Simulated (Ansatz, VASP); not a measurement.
# Te: VASP beside Ansatz

File INCAR:

```
SYSTEM = Te
PREC = Accurate ; ENCUT = 520
EDIFF = 1E-6 ; ISMEAR = -1
SIGMA = 0.05 ; LREAL = .FALSE.
LASPH = .TRUE. ; NELM = 100
ALGO = Normal ; ISIF = 2
LWAVE = .FALSE. ; LCHARG = .FALSE.
GGA = PS ; NBANDS = 16
```

Contents of KPOINTS:

```
Automatic mesh
0
G
  7 7 5
  0 0 0
```

The input POSCAR:

```
Te
1.0
    3.8202894285     -2.1482026000      0.0000000000
    3.8202894285      2.1482026000      0.0000000000
   -0.0942908673      0.0000000000      5.9760906531
Te
3
Direct
    0.0000000000      0.0000000000      0.0000000000
    0.3094466100      0.3094466100      0.3388094900
    0.6905533900      0.6905533900      0.6611905100
```

Contents of input.yaml:

```yaml
crystal:
  lattice:
    - [3.8202894285, -2.1482026, 0.0]
    - [3.8202894285, 2.1482026, 0.0]
    - [-0.0942908673, 0.0, 5.9760906531]
  atoms:
    - { symbol: Te, position: [0.0, 0.0, 0.0] }
    - { symbol: Te, position: [0.30944661, 0.30944661, 0.33880949] }
    - { symbol: Te, position: [0.69055339, 0.69055339, 0.66119051] }
hamiltonian:
  xc: pbesol
  pseudopotentials: { kind: paw }
kpoints:
  mp_grid: { grid: [7, 7, 5] }
scf:
  occupations: { method: fermi_dirac, width: 0.05 }
output:
  forces: true
  stress: true
  eigenvalues: true
  write_density: true
  write_potential: true
  elf: true
  volumetric_format: npy
```

Alike in both runs: task single point; functional PBEsol; k mesh 7 × 7 × 5; occupations fermi-dirac, width 0.05 eV; no spin polarisation.

|  | VASP | Ansatz |
| --- | --- | --- |
| version | VASP 6.6.1 | Ansatz 0.2.0 |
| potentials or method | VASP PAW PBE potentials, release 64 (Te) | Ansatz PAW |
| plane-wave cutoff (eV) | 520 | 420 |
| valence electrons in the cell | 18 | 48 |

Ansatz gave:

```
pressure (GPa)                                                : -1.9
traceless stress, the component that is largest in VASP (GPa) : 0.20
rms of the force components (eV/Å)                            : 0.042
```

Question: Estimate VASP's values.

Answer: Pressure (GPa): -1.8; traceless stress, the component that is largest in VASP (GPa): 0.20; rms of the force components (eV/Å): 0.046.

VASP's potentials were made for PBE, not for PBEsol. Atom by atom the forces differ by 0.004 eV/Å (rms over components). VASP's potentials hold 18 valence electrons a cell and Ansatz's 48, so a difference there can come from the potentials and not from the codes.

Spin-orbit coupling is off throughout.
